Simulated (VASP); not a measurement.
# InSe (P2_13) in VASP: single point with r2SCAN

Aim: the single point of InSe with r2SCAN.

Program: VASP 6.6.1. These are calculated values, not measurements. Logs are shortened: lines on timing, memory, paths and dates and some standing lists are left out, and cuts for length are marked.

## 1. The cell of the first run

It takes space group P2_13 (No. 198, cubic). The conventional cell has a = 5.874 Å, b = 5.874 Å, c = 5.874 Å, α = 90.00°, β = 90.00°, γ = 90.00°. In (site symmetry 3) has 6 Se at 2.93 to 2.94 Å within 3.9 Å. Se (site symmetry 3) has 6 In at 2.93 to 2.94 Å within 3.9 Å.

## 2. Single point, r2SCAN

POSCAR reads:

```
InSe
1.0
    5.8738724275      0.0000000000      0.0000000000
    0.0000000000      5.8738724275      0.0000000000
    0.0000000000      0.0000000000      5.8738724275
In Se
4 4
Direct
    0.2486220870      0.2486220870      0.2486220870
    0.2513779130      0.7513779130      0.7486220870
    0.7486220870      0.2513779130      0.7513779130
    0.7513779130      0.7486220870      0.2513779130
    0.7522619705      0.7522619705      0.7522619705
    0.7477380295      0.2477380295      0.2522619705
    0.2522619705      0.7477380295      0.2477380295
    0.2477380295      0.2522619705      0.7477380295
```

INCAR.step1 reads:

```
PREC     = Accurate       # precision mode
ENCUT    = 520            # plane-wave cutoff, eV
ISMEAR   = 0              # smearing method
SIGMA    = 0.1            # smearing width, eV
LREAL    = F              # projectors in reciprocal space
LASPH    = T              # aspherical terms in the spheres
NELM     = 60             # most SCF steps
NBANDS   = 48             # bands
GGA      = PE             # functional
ALGO     = Normal         # electronic algorithm
EDIFF    = 1E-4           # SCF threshold, eV
LWAVE    = T              # write WAVECAR
LCHARG   = F              # write CHGCAR
```

INCAR.step2 reads:

```
PREC     = Accurate       # precision mode
ENCUT    = 520            # plane-wave cutoff, eV
EDIFF    = 1E-6           # SCF threshold, eV
ISMEAR   = 0              # smearing method
SIGMA    = 0.1            # smearing width, eV
LREAL    = F              # projectors in reciprocal space
LASPH    = T              # aspherical terms in the spheres
NELM     = 60             # most SCF steps
ALGO     = Normal         # electronic algorithm
ISIF     = 2              # what is computed and relaxed
LWAVE    = F              # write WAVECAR
LCHARG   = F              # write CHGCAR
METAGGA  = R2SCAN         # meta-GGA
LMIXTAU  = T            
NBANDS   = 48             # bands
ISTART   = 1
```

KPOINTS reads:

```
Automatic mesh
0
Gamma
  4 4 4
```

Potentials or basis: VASP PAW PBE potentials, release 64 (In_d, Se).

Command:

```sh
$ cat potpaw_PBE.64/In_d/POTCAR potpaw_PBE.64/Se/POTCAR > POTCAR
$ cp INCAR.step1 INCAR
$ mpirun -np 1 vasp_std > vasp.out
$ cp INCAR.step2 INCAR
$ mpirun -np 1 vasp_std > vasp.out
```

OUTCAR:

```text
PREC = Accurate
   ENCUT = 520
   EDIFF = 1E-6
   ISMEAR = 0
   LREAL = F
   LASPH = T
   NELM = 60
   ISIF = 2
   METAGGA = R2SCAN
   ISTART = 1

 ion  position               nearest neighbor table
   1  0.249  0.249  0.249-   6 2.93   7 2.93   8 2.93   8 2.94   7 2.94   6 2.94
   2  0.251  0.751  0.749-   5 2.93   7 2.93   8 2.93   8 2.94   5 2.94   7 2.94
   3  0.749  0.251  0.751-   5 2.93   6 2.93   8 2.93   6 2.94   5 2.94   8 2.94
   4  0.751  0.749  0.251-   5 2.93   6 2.93   7 2.93   5 2.94   7 2.94   6 2.94
   5  0.752  0.752  0.752-   2 2.93   3 2.93   4 2.93   4 2.94   3 2.94   2 2.94
   6  0.748  0.248  0.252-   1 2.93   3 2.93   4 2.93   4 2.94   1 2.94   3 2.94
   7  0.252  0.748  0.248-   1 2.93   2 2.93   4 2.93   2 2.94   1 2.94   4 2.94
   8  0.248  0.252  0.748-   1 2.93   2 2.93   3 2.93   1 2.94   3 2.94   2 2.94

  LATTYP: Found a simple cubic cell.
 ALAT       =     5.8738724275

  Lattice vectors:

 A1 = (   5.8738724275,   0.0000000000,   0.0000000000)
 A2 = (   0.0000000000,   5.8738724275,   0.0000000000)
 A3 = (   0.0000000000,   0.0000000000,   5.8738724275)

Analysis of symmetry for initial positions (statically):
=====================================================================
 Subroutine PRICEL returns:
 Original cell was already a primitive cell.

 Routine SETGRP: Setting up the symmetry group for a
 simple cubic supercell.

 Subroutine GETGRP returns: Found 12 space group operations
 (whereof  3 operations were pure point group operations)
 out of a pool of 48 trial point group operations.

The static configuration has the point symmetry C_3 .
 The point group associated with its full space group is T   .

Analysis of symmetry for dynamics (positions and initial velocities):
=====================================================================
 Subroutine PRICEL returns:
 Original cell was already a primitive cell.

 Routine SETGRP: Setting up the symmetry group for a
 simple cubic supercell.

 Subroutine GETGRP returns: Found 12 space group operations
 (whereof  3 operations were pure point group operations)
 out of a pool of 48 trial point group operations.

The dynamic configuration has the point symmetry C_3 .
 The point group associated with its full space group is T   .

 Subroutine INISYM returns: Found 12 space group operations
 (whereof  3 operations are pure point group operations),
 and found     1 'primitive' translations
[... 96 lines left out ...]
   NSW    =      0    number of steps for IOM
   IBRION =     -1    ionic relax: 0-MD 1-quasi-New 2-CG
   NFREE  =      0    steps in history (QN), initial steepest desc. (CG)
   ISIF   =      2    stress and relaxation
   ISYM   =      2    0-nonsym 1-usesym 2-fastsym
   POTIM  = 0.5000    time-step for ionic-motion
   TEBEG  =    0.0;   TEEND  =   0.0 temperature during run
   PSTRESS=    0.0 pullay stress
   NELECT =      76.0000    total number of electrons
   NUPDOWN=      -1.0000    fix difference up-down
   EMIN   =  10.00;   EMAX   =-10.00  energy-range for DOS
   EFERMI =   0.00;   METHOD = LEGACY
   ISMEAR =     0;   SIGMA  =   0.10  broadening in eV -4-tet -1-fermi 0-gaus
   EFERMI_NEDOS =   21; number of points for ismear=-14 and -15
   IALGO  =     38    algorithm
   IMIX   =      4    mixing-type and parameters
     AMIX     =   0.40;   BMIX     =  1.00
     AMIX_MAG =   1.60;   BMIX_MAG =  1.00
  volume/ion in A,a.u.               =      25.33       170.95
  Fermi-wavevector in a.u.,A,eV,Ry     =   1.180560  2.230936 18.962748  1.393723
  Thomas-Fermi vector in A             =   2.316850
   LORBIT       =      0    0 simple, 1 ext, 2 COOP (PROOUT), +10 PAW based schemes
   METAGGA = R2SCAN    functional components
   LHFCALC =     F    Hartree Fock is set to
   AEXX    =    0.0000 exact exchange contribution
   IVDW    =     0    specifies the selected vdW correction
   LEPSILON=     F    determine dielectric tensor
   LRPA    =     F    only Hartree local field effects (RPA)
 non-spin polarized calculation
 Gauss-broadening in eV      SIGMA  =   0.10
  energy-cutoff  :      520.00
  volume of cell :      202.66
 maximum number of plane-waves:      5520
 NGX is ok and might be reduce to    48
   NGX = 21   NGY = 21   NGZ = 21

 number of electron      75.9999982 magnetization

 Free energy of the ion-electron system (eV)
  ---------------------------------------------------
  ext. energy  EPLUGINS =         0.00000000
  ---------------------------------------------------
  free energy    TOTEN  =      -151.86016599 eV

  energy without entropy =     -151.81597375  energy(sigma->0) =     -151.83806987

 E-fermi :   6.0726     XC(G=0): -10.3414

 val. band max:        5.9915330532   @ k =   0.5000   0.0000   0.0000
 cond. band min:       6.0765645063   @ k =  -0.2500   0.5000   0.0000
 fundamental gap:      0.0850314531
 Fermi energy:         6.0725720601

 k-point     1 :       0.0000    0.0000    0.0000
  band No.  band energies     occupation
      1      -9.9616      2.00000
      2      -9.9616      2.00000
      3      -9.9616      2.00000
      4      -9.5112      2.00000
      5      -9.5112      2.00000
      6      -9.5112      2.00000
[... 550 lines left out ...]
     47       8.7133      0.00000
     48       8.7213      0.00000

------------------------ aborting loop because EDIFF is reached ----------------------------------------

  FORCE on cell =-STRESS in cart. coord.  units (eV):
  Direction    XX          YY          ZZ          XY          YZ          ZX
  --------------------------------------------------------------------------------------
  -------------------------------------------------------------------------------------
  Total        0.2975657      0.2975657      0.2975657      0.0000000      0.0000000      0.0000000
  in kB        2.3524472      2.3524472      2.3524472      0.0000000      0.0000000      0.0000000
  external PRESSURE =       2.3524472 kB  Pullay stress =       0.0000000 kB

 VOLUME and BASIS-vectors are now :
 -----------------------------------------------------------------------------
  energy-cutoff  :      520.00
  volume of cell :      202.66
      direct lattice vectors                 reciprocal lattice vectors
     5.873872428  0.000000000  0.000000000     0.170245441  0.000000000  0.000000000
     0.000000000  5.873872428  0.000000000     0.000000000  0.170245441  0.000000000
     0.000000000  0.000000000  5.873872428     0.000000000  0.000000000  0.170245441

 POSITION                                       TOTAL-FORCE (eV/Angst)
 -----------------------------------------------------------------------------------
      1.46037      1.46037      1.46037        -0.002120     -0.002120     -0.002120
      1.47656      4.41350      4.39731         0.002120      0.002120     -0.002120
      4.39731      1.47656      4.41350        -0.002120      0.002120      0.002120
      4.41350      4.39731      1.47656         0.002120     -0.002120      0.002120
      4.41869      4.41869      4.41869        -0.014722     -0.014722     -0.014722
      4.39212      1.45518      1.48175         0.014722      0.014722     -0.014722
      1.48175      4.39212      1.45518        -0.014722      0.014722      0.014722
      1.45518      1.48175      4.39212         0.014722     -0.014722      0.014722
 -----------------------------------------------------------------------------------
    total drift:                               -0.000000     -0.000000     -0.000000

  FREE ENERGIE OF THE ION-ELECTRON SYSTEM (eV)
  ---------------------------------------------------
  free  energy   TOTEN  =      -151.8601659928 eV

  energy  without entropy=     -151.8159737467  energy(sigma->0) =     -151.83806987
```

OUTCAR.step1:

```text
PREC = Accurate
   ENCUT = 520
   ISMEAR = 0
   LREAL = F
[... 792 lines left out ...]
      4.41869      4.41869      4.41869        -0.014482     -0.014482     -0.014482
      4.39212      1.45518      1.48175         0.014482      0.014482     -0.014482
      1.48175      4.39212      1.45518        -0.014482      0.014482      0.014482
      1.45518      1.48175      4.39212         0.014482     -0.014482      0.014482
 -----------------------------------------------------------------------------------
    total drift:                               -0.000000     -0.000000     -0.000000

  FREE ENERGIE OF THE ION-ELECTRON SYSTEM (eV)
  ---------------------------------------------------
  free  energy   TOTEN  =       -27.6897058206 eV

  energy  without entropy=      -27.6429056483  energy(sigma->0) =      -27.66630573
```

OSZICAR.step1:

```text
N       E                     dE             d eps       ncg     rms          rms(c)
DAV:   1     0.801781542307E+03    0.80178E+03   -0.34160E+04  1064   0.185E+03
DAV:   2     0.950646144168E+02   -0.70672E+03   -0.68556E+03  1056   0.495E+02
DAV:   3    -0.207849825555E+02   -0.11585E+03   -0.11174E+03  1312   0.199E+02
DAV:   4    -0.281247902536E+02   -0.73398E+01   -0.72732E+01  1248   0.483E+01
DAV:   5    -0.284072880372E+02   -0.28250E+00   -0.28218E+00  1248   0.946E+00    0.938E+00
DAV:   6    -0.277009796161E+02    0.70631E+00   -0.13149E+00  1368   0.132E+01    0.483E+00
DAV:   7    -0.276877192264E+02    0.13260E-01   -0.71300E-01  1472   0.457E+00    0.142E+00
DAV:   8    -0.276900511648E+02   -0.23319E-02   -0.10573E-01  1472   0.284E+00    0.549E-01
DAV:   9    -0.276897548813E+02    0.29628E-03   -0.86825E-03  1400   0.727E-01    0.265E-01
DAV:  10    -0.276895313452E+02    0.22354E-03   -0.42695E-03  1480   0.502E-01    0.239E-01
DAV:  11    -0.276897117006E+02   -0.18036E-03   -0.10239E-03  1224   0.254E-01    0.722E-02
DAV:  12    -0.276897058206E+02    0.58800E-05   -0.46455E-05   720   0.752E-02
   1 F= -.27689706E+02 E0= -.27666306E+02  d E =-.468002E-01
```

Wall time 6.2 min (1 thread of Intel Xeon Platinum 8488C (Sapphire Rapids), shared host); peak memory 0.4 GiB.

Results:

```yaml
Free_energy: -151.8602 eV
Pressure: 0.2 GPa
Largest_force: 0.025 eV/Å
Band_gap_on_the_k_mesh: zero (bands 38 and 39 overlap by 3.74 eV)
```

Forces in eV/Å, atoms in the order of the input:
```
In  -0.002 -0.002 -0.002
In   0.002  0.002 -0.002
In  -0.002  0.002  0.002
In   0.002 -0.002  0.002
Se  -0.015 -0.015 -0.015
Se   0.015  0.015 -0.015
Se  -0.015  0.015  0.015
Se   0.015 -0.015  0.015
```

Caveat: the PAW data sets were made with another functional, which shifts forces and pressure a little; spin-orbit coupling is left out, which moves the levels of the heavy elements.
